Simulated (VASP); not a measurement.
Ta, 1 atom in the cell. The structure is cubic, space group Im-3m (No. 229). The conventional cell has a = 3.303 Å, b = 3.303 Å, c = 3.303 Å, α = 90.00°, β = 90.00°, γ = 90.00°. Within 3.8 Å of Ta (site symmetry m-3m) lie 14 Ta at 2.86 to 3.30 Å. 

```yaml
Program: VASP 6.6.1
Task: single point
Functional: PBE
Potentials_or_basis: VASP PAW PBE potentials, release 64 (Ta_pv)
Cutoff: 500 eV
k_mesh: 10 × 10 × 10
Occupations: fermi-dirac, width 0.1 eV
Spin: no spin polarisation
Dipole_correction: no
Further_INCAR_settings: ALGO = Normal; EDIFF = 1e-06; NBANDS = 12
```

Potentials or basis: VASP PAW PBE potentials, release 64 (Ta_pv).

Launch:

```console
$ cat potpaw_PBE.64/Ta_pv/POTCAR > POTCAR
$ mpirun -np 1 vasp_std > vasp.out
```

Hardware: 1 thread of Intel Xeon 8259CL (shared host).

Task: How long does it take, and how much memory?

Result: Wall time 12 s on 1 thread of Intel Xeon 8259CL (shared host), peak memory 0.14 GiB. Counts: scf iterations 11, k points 47.
